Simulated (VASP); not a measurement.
Write the native input for VASP 6.6.1 that does the following.

```yaml
Task: single point
Functional: PBEsol
Potentials_or_basis: VASP PAW PBE potentials, release 64 (B, N)
Cutoff: 520 eV
k_mesh: 12 × 12 × 12
Occupations: gaussian, width 0.05 eV
Spin: no spin polarisation
Dipole_correction: no
Further_INCAR_settings: ALGO = Normal; EDIFF = 1e-06; NBANDS = 11
```

The structure of BN lies in POSCAR:

```
BN
1.0
    0.0000000000      1.8130010000      1.8130010000
    1.8130010000      0.0000000000      1.8130010000
    1.8130010000      1.8130010000      0.0000000000
B N
1 1
Direct
    0.0000000000      0.0000000000      0.0000000000
    0.7619418771      0.7460193743      0.7460193743
```

This cell differs from its parent crystal: all N atoms moved -0.025 Å, as atom 2 towards its neighbour atom 1 (B) at 1.570 Å.

These files were run (other wordings do the same):

INCAR

```
SYSTEM = BN
ALGO     = Normal         ! electronic algorithm
EDIFF    = 1E-6           ! SCF threshold, eV
ENCUT    = 520            ! plane-wave cutoff, eV
GGA      = PS             ! functional
ISIF     = 2              ! what is computed and relaxed
ISMEAR   = 0              ! smearing method
LASPH    = .TRUE.         ! aspherical terms in the spheres
LCHARG   = .FALSE.        ! write CHGCAR
LREAL    = .FALSE.        ! projectors in reciprocal space
LWAVE    = .FALSE.        ! write WAVECAR
NBANDS   = 11             ! bands
NELM     = 100            ! most SCF steps
PREC     = Accurate       ! precision mode
SIGMA    = 0.05           ! smearing width, eV
```

KPOINTS

```
k-points
0
G
  12 12 12
  0 0 0
```

Potentials or basis: VASP PAW PBE potentials, release 64 (B, N).

Command:

```sh
$ cat potpaw_PBE.64/B/POTCAR potpaw_PBE.64/N/POTCAR > POTCAR
$ mpirun -np 1 vasp_std > vasp.out
```

Results of the run:

```json
{"Pressure": "-5.6 GPa", "Largest force": "0.559 eV/Å", "Band gap on the k mesh": "4.01 eV, indirect (least direct gap 8.27 eV)"}
```

Caveat: the cell differs from its parent crystal (all N atoms moved -0.025 Å, as atom 2 towards its neighbour atom 1 (B) at 1.570 Å); the PAW data sets were made with another functional, which shifts forces and pressure a little.

It took 18 s on 1 thread of Intel(R) Xeon(R) Platinum 8259CL CPU @ 2.50GHz (Skylake/Cascade Lake) (shared host), peak memory 0.13 GiB.
